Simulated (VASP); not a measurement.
# Bi2Se3 (R-3m) in VASP: settings compared, part 2 of 2

VASP 6.6.1. Earlier steps stand in the parts before.

**4. Single point, revPBE**

This run uses another cell than the first one, of 28.38 Å³/atom.

The input, INCAR:

```
PREC = Accurate
ENCUT = 520
EDIFF = 1E-6
ISMEAR = -1
SIGMA = 0.05
LREAL = False
LASPH = True
NELM = 80
ALGO = Normal
ISIF = 2
LWAVE = False
LCHARG = True
GGA = RE
LELF = True
LVHAR = True
NBANDS = 32
```

The input, KPOINTS:

```
Automatic mesh
0
Gamma
  8 8 8
```

The input, POSCAR:

```
Bi2Se3
1.0
    2.0715000000      1.1959810826      9.5453333333
   -2.0715000000      1.1959810826      9.5453333333
    0.0000000000     -2.3919621653      9.5453333333
Bi Se
2 3
Direct
    0.5992000000      0.5992000000      0.5992000000
    0.4008000000      0.4008000000      0.4008000000
    0.7883000000      0.7883000000      0.7883000000
    0.2117000000      0.2117000000      0.2117000000
    0.0000000000      0.0000000000      0.0000000000
```

Potentials or basis: VASP PAW PBE potentials, release 64 (Bi_d, Se).

Command:

```sh
cat potpaw_PBE.64/Bi_d/POTCAR potpaw_PBE.64/Se/POTCAR > POTCAR
mpirun -np 1 vasp_std > vasp.out
```

OUTCAR:

```text
PREC = Accurate
   ENCUT = 520
   EDIFF = 1E-6
   ISMEAR = -1
   LREAL = False
   LASPH = True
   NELM = 80
   ISIF = 2
   GGA = RE

 ion  position               nearest neighbor table
   1  0.599  0.599  0.599-   4 2.85   4 2.85   4 2.85   5 3.07   5 3.07   5 3.07
   2  0.401  0.401  0.401-   3 2.85   3 2.85   3 2.85   5 3.07   5 3.07   5 3.07
   3  0.788  0.788  0.788-   2 2.85   2 2.85   2 2.85
   4  0.212  0.212  0.212-   1 2.85   1 2.85   1 2.85
   5  0.000  0.000  0.000-   1 3.07   1 3.07   2 3.07   2 3.07   1 3.07   2 3.07

  LATTYP: Found a trigonal (rhomboedric) cell.
 ALAT       =     9.8404710987
 COS(alpha) =     0.9113725833

  Lattice vectors:

 A1 = (   2.0715000000,   1.1959810826,   9.5453333333)
 A2 = (  -2.0715000000,   1.1959810826,   9.5453333333)
 A3 = (   0.0000000000,  -2.3919621653,   9.5453333333)

Analysis of symmetry for initial positions (statically):
=====================================================================
 Subroutine PRICEL returns:
 Original cell was already a primitive cell.

[... 176 lines left out ...]

 val. band max:        5.0493709203   @ k =   0.0000   0.0000   0.0000
 cond. band min:       5.3179886279   @ k =   0.0000   0.0000   0.0000
 fundamental gap:      0.2686177076
 Fermi energy:         5.1852664726

 k-point     1 :       0.0000    0.0000    0.0000
  band No.  band energies     occupation
      1     -18.1319      2.00000
      2     -18.1319      2.00000
      3     -18.1304      2.00000
      4     -18.1304      2.00000
      5     -18.1272      2.00000
      6     -18.1247      2.00000
[... 829 lines left out ...]
     31       9.7629      0.00000
     32      11.4215      0.00000

 [... further k-points ...]

------------------------ aborting loop because EDIFF is reached ----------------------------------------

  FORCE on cell =-STRESS in cart. coord.  units (eV):
  Direction    XX          YY          ZZ          XY          YZ          ZX
  --------------------------------------------------------------------------------------
  -------------------------------------------------------------------------------------
  Total        3.3127509      3.3127509      3.4046375      0.0000000     -0.0000000      0.0000000
  in kB       37.4065600     37.4065600     38.4441146      0.0000000     -0.0000000      0.0000000
  external PRESSURE =      37.7524116 kB  Pullay stress =       0.0000000 kB

 VOLUME and BASIS-vectors are now :
 -----------------------------------------------------------------------------
  energy-cutoff  :      520.00
  volume of cell :      141.89
      direct lattice vectors                 reciprocal lattice vectors
     2.071500000  1.195981083  9.545333333     0.241370987  0.139355604  0.034921078
    -2.071500000  1.195981083  9.545333333    -0.241370987  0.139355604  0.034921078
     0.000000000 -2.391962165  9.545333333     0.000000000 -0.278711209  0.034921078

 POSITION                                       TOTAL-FORCE (eV/Angst)
 -----------------------------------------------------------------------------------
      0.00000     -0.00000     17.15869         0.000000     -0.000000      0.170205
      0.00000     -0.00000     11.47731         0.000000      0.000000     -0.170205
      0.00000     -0.00000     22.57376         0.000000     -0.000000      0.168415
      0.00000     -0.00000      6.06224         0.000000      0.000000     -0.168415
      0.00000      0.00000      0.00000         0.000000      0.000000     -0.000000
 -----------------------------------------------------------------------------------
    total drift:                                0.000000      0.000000     -0.000000

  FREE ENERGIE OF THE ION-ELECTRON SYSTEM (eV)
  ---------------------------------------------------
  free  energy   TOTEN  =       -18.5835062600 eV

  energy  without entropy=      -18.5833539856  energy(sigma->0) =      -18.58343012
```

Run time: 25 min. Hardware: 1 thread of Intel Xeon 6975P-C (Granite Rapids), shared host; peak memory 1 GiB.

What came out:

```
Free energy            : -18.5835 eV
Pressure               : 3.8 GPa
Largest force          : 0.170 eV/Å
Band gap on the k mesh : 0.27 eV
```

Forces in eV/Å, atoms in the order of the input:
```
Bi   0.000  0.000  0.170
Bi   0.000  0.000 -0.170
Se   0.000  0.000  0.168
Se   0.000  0.000 -0.168
Se   0.000  0.000  0.000
```

Levels at points of the mesh, in eV from the valence-band top:
```
           k point  band 21  band 22  band 23  band 24  band 25  band 26  band 27  band 28
(0.00, 0.00, 0.00)    -1.88    -1.23    -1.23     0.00     0.27     1.42     1.42     2.16
(0.50, 0.00, 0.00)    -2.98    -2.14    -1.25    -0.56     0.88     1.95     3.01     3.17
(0.50, 0.50, 0.00)    -1.88    -1.87    -1.65    -1.00     1.38     1.98     2.61     3.02
(0.50, 0.50, 0.50)    -1.52    -1.39    -1.39    -0.43     0.66     1.72     1.72     2.10
```

Caveat: the cell stands under pressure; the PAW data sets were made with another functional, which shifts forces and pressure a little; spin-orbit coupling is left out, which moves the levels of the heavy elements. A k mesh can miss the band edges.

**5. Single point, RPBE**

This run uses another cell than the first one, of 28.38 Å³/atom.

Edit INCAR of step 4 so:

```diff
@@ -11,6 +11,4 @@
 LWAVE = False
-LCHARG = True
-GGA = RE
-LELF = True
-LVHAR = True
+LCHARG = False
+GGA = RP
 NBANDS = 32
```

The input, KPOINTS:

```
regular mesh
0
Gamma
  8 8 8
```

POSCAR is that of step 4.

Command:

```sh
cat potpaw_PBE.64/Bi_d/POTCAR potpaw_PBE.64/Se/POTCAR > POTCAR
mpirun -np 1 vasp_std > vasp.out
```

Run time: 19 min. Hardware: 1 thread of Intel Xeon 6975P-C (Granite Rapids), shared host; peak memory 1 GiB.

Results (log left out):

| Item | Value |
| --- | --- |
| Free energy | -18.3678 eV |
| Pressure | 4.2 GPa |
| Largest force | 0.170 eV/Å |
| Band gap on the k mesh | 0.29 eV |

Forces in eV/Å, atoms in the order of the input:
```
Bi   0.000  0.000  0.170
Bi   0.000  0.000 -0.170
Se   0.000  0.000  0.169
Se   0.000  0.000 -0.169
Se   0.000  0.000  0.000
```

Stress tensor (GPa, compression positive):
```
4.20 0.00 0.00
0.00 4.20 0.00
0.00 0.00 4.33
```

Levels at points of the mesh, in eV from the valence-band top:
| k point | band 20 | band 21 | band 22 | band 23 | band 24 | band 25 | band 26 | band 27 | band 28 | band 29 |
| --- | --- | --- | --- | --- | --- | --- | --- | --- | --- | --- |
| (0.00, 0.00, 0.00) | -1.88 | -1.88 | -1.23 | -1.23 | 0.00 | 0.29 | 1.42 | 1.42 | 2.17 | 2.74 |
| (0.50, 0.00, 0.00) | -3.02 | -2.97 | -2.14 | -1.25 | -0.56 | 0.90 | 1.95 | 3.03 | 3.17 | 4.15 |
| (0.50, 0.50, 0.00) | -2.58 | -1.87 | -1.87 | -1.65 | -1.00 | 1.39 | 1.99 | 2.61 | 3.03 | 3.55 |
| (0.50, 0.50, 0.50) | -1.64 | -1.51 | -1.40 | -1.40 | -0.43 | 0.67 | 1.73 | 1.73 | 2.11 | 2.41 |

Caveat: the cell stands under pressure; the PAW data sets were made with another functional, which shifts forces and pressure a little; spin-orbit coupling is left out, which moves the levels of the heavy elements. A k mesh can miss the band edges.

**6. Summary**

```tsv
level	potentials or basis	cell	gap on the mesh (eV)	pressure (GPa)	largest force (eV/Å)
LDA	VASP PAW LDA potentials, release 64 (Bi_d, Se)	a = 9.906 Å, angles 24.3°, 5 atoms	0.10	-2.8	0.13
LDA	VASP PAW LDA potentials, release 64 (Bi_d, Se)	a = 9.970 Å, angles 24.3°, 5 atoms	0.12	-3.8	0.26
revPBE	VASP PAW PBE potentials, release 64 (Bi_d, Se)	a = 9.840 Å, angles 24.3°, 5 atoms	0.27	3.8	0.17
RPBE	VASP PAW PBE potentials, release 64 (Bi_d, Se)	a = 9.840 Å, angles 24.3°, 5 atoms	0.29	4.2	0.17
```

Alike in all rows: task single point; no spin polarisation; k mesh 8 × 8 × 8; cutoff (eV) 520; smearing fermi-dirac 0.05 eV.

Caveats: spin-orbit coupling is left out, which moves the levels of the heavy elements; the cell stands under pressure (at least some runs); the PAW data sets were made with another functional, which shifts forces and pressure a little (at least some runs); the cell stands under tension (at least some runs).

Total energies depend on the potentials used, so only differences within one code and one set of settings carry meaning.
